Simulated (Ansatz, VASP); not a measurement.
Te2Mo in VASP and in Ansatz

The input POSCAR:

```
Te2Mo
1.0
    3.5602328140      0.0000000000      0.0000000000
   -1.7801164070      3.0832520603      0.0000000000
    0.0000000000      0.0000000000     17.5240578200
Te Mo
2 1
Direct
    0.3226325013      0.6452650027      0.9011345450
    0.3226325013      0.6452650027      0.1054236450
    0.0000000000      0.0000000000      0.0000000000
```

File INCAR.step1:

```
SYSTEM = Te2Mo
PREC = Accurate
ENCUT = 520
ISMEAR = 0
SIGMA = 0.05
LREAL = .FALSE.
LASPH = .TRUE.
NELM = 80
NBANDS = 20
GGA = PE
ALGO = Normal
EDIFF = 1E-4
LWAVE = .TRUE.
LCHARG = .FALSE.
```

INCAR.step2

```
SYSTEM = Te2Mo
PREC = Accurate
ENCUT = 520
EDIFF = 1E-6
ISMEAR = 0
SIGMA = 0.05
LREAL = .FALSE.
LASPH = .TRUE.
NELM = 80
ALGO = Normal
ISIF = 2
LWAVE = .FALSE.
LCHARG = .FALSE.
METAGGA = R2SCAN
LMIXTAU = .TRUE.
NBANDS = 20
ISTART = 1
```

The input KPOINTS:

```
regular mesh
0
G
  12 12 2
  0 0 0
```

Input for Ansatz:

```yaml
crystal:
  lattice:
    - [3.560232814, 0.0, 0.0]
    - [-1.780116407, 3.0832520603, 0.0]
    - [0.0, 0.0, 17.52405782]
  atoms:
    - { symbol: Te, position: [0.3226325013, 0.6452650027, 0.901134545] }
    - { symbol: Te, position: [0.3226325013, 0.6452650027, 0.105423645] }
    - { symbol: Mo, position: [0.0, 0.0, 0.0] }
basis:
  ecutwfc: 500
kpoints:
  mp_grid: { grid: [12, 12, 2] }
hamiltonian:
  xc: r2scan
scf:
  occupations: { method: gaussian, width: 0.05 }
output:
  forces: true
  stress: true
  eigenvalues: true
```

Change from the starting cell: all Te atoms moved +0.087 Å, as atom 1 towards its neighbour atom 3 (Mo) at 2.726 Å.

Alike in both runs: task single point; functional r2SCAN; k mesh 12 × 12 × 2; occupations gaussian, width 0.05 eV; no spin polarisation.

|  | VASP | Ansatz |
| --- | --- | --- |
| version | VASP 6.6.1 | Ansatz 0.2.0 |
| potentials or method | VASP PAW PBE potentials, release 64 (Te, Mo_sv), cutoff 520 eV | scalar-relativistic, plane waves, PAW |
| valence electrons in the cell | 26 | 46 |

|  | VASP | Ansatz | Ansatz less VASP |
| --- | --- | --- | --- |
| gap on the k mesh at the Fermi level (eV) | 1.13 | 1.13 | -0.002 |
| least direct gap on the mesh (eV) | 1.13 | 1.13 | -0.002 |
| rms of the force components (eV/Å) | 0.656 | 0.654 | -0.0014 |

VASP's potentials were made for PBE, not for r2SCAN. Atom by atom the forces differ by 0.013 eV/Å (rms over components). VASP's potentials hold 26 valence electrons a cell and Ansatz's 46, so a difference there can come from the potentials and not from the codes.

Spin-orbit coupling is off throughout.
